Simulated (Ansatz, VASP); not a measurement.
One calculation of ZnS, two programs

The input INCAR:

```
ALGO = Normal
EDIFF = 1E-6
ENCUT = 520
GGA = PE
ISIF = 2
ISMEAR = 0
LASPH = T
LCHARG = F
LREAL = F
LWAVE = F
NBANDS = 16
NELM = 100
PREC = Accurate
SIGMA = 0.05
```

The input KPOINTS:

```
k-points
0
Gamma
  10 10 10
```

The input POSCAR:

```
ZnS
1.0
    0.0000000000      2.7046500000      2.7046500000
    2.7046500000      0.0000000000      2.7046500000
    2.7046500000      2.7046500000      0.0000000000
Zn S
1 1
Direct
    0.0533664494      0.0533664494      0.0533664494
    0.7500000000      0.7500000000      0.7500000000
```

Input for Ansatz:

```yaml
crystal:
  lattice:
    - [0.0, 2.70465, 2.70465]
    - [2.70465, 0.0, 2.70465]
    - [2.70465, 2.70465, 0.0]
  atoms:
    - { symbol: Zn, position: [0.0533664494, 0.0533664494, 0.0533664494] }
    - { symbol: S, position: [0.75, 0.75, 0.75] }
basis:
  ecutwfc: 420
kpoints:
  mp_grid: { grid: [10, 10, 10] }
hamiltonian:
  xc: pbe
scf:
  occupations: { method: gaussian, width: 0.05 }
output:
  forces: true
  stress: true
  eigenvalues: true
```

Change from the starting cell: all Zn atoms moved -0.500 Å, as atom 1 towards its neighbour atom 2 (S) at 2.342 Å.

Alike in both runs: task single point; functional PBE; k mesh 10 × 10 × 10; occupations gaussian, width 0.05 eV; no spin polarisation.

```csv
,VASP,Ansatz
version,VASP 6.6.1,Ansatz 0.2.0
potentials or method,"VASP PAW PBE potentials, release 64 (Zn, S), cutoff 520 eV","scalar-relativistic, plane waves, PAW"
valence electrons in the cell,18,18
```

Ansatz gave:

| Item | Value |
| --- | --- |
| gap on the k mesh at the Fermi level (eV) | 2.16 |
| least direct gap on the mesh (eV) | 2.16 |
| pressure (GPa) | 5.0 |
| traceless stress, the component that is largest in VASP (GPa) | -2.30 |
| rms of the force components (eV/Å) | 0.439 |

**Question.** Estimate VASP's values.

**Answer.** gap on the k mesh at the Fermi level (eV): 2.17; least direct gap on the mesh (eV): 2.17; pressure (GPa): 5.1; traceless stress, the component that is largest in VASP (GPa): -2.39; rms of the force components (eV/Å): 0.442.

Atom by atom the forces differ by 0.004 eV/Å (rms over components).
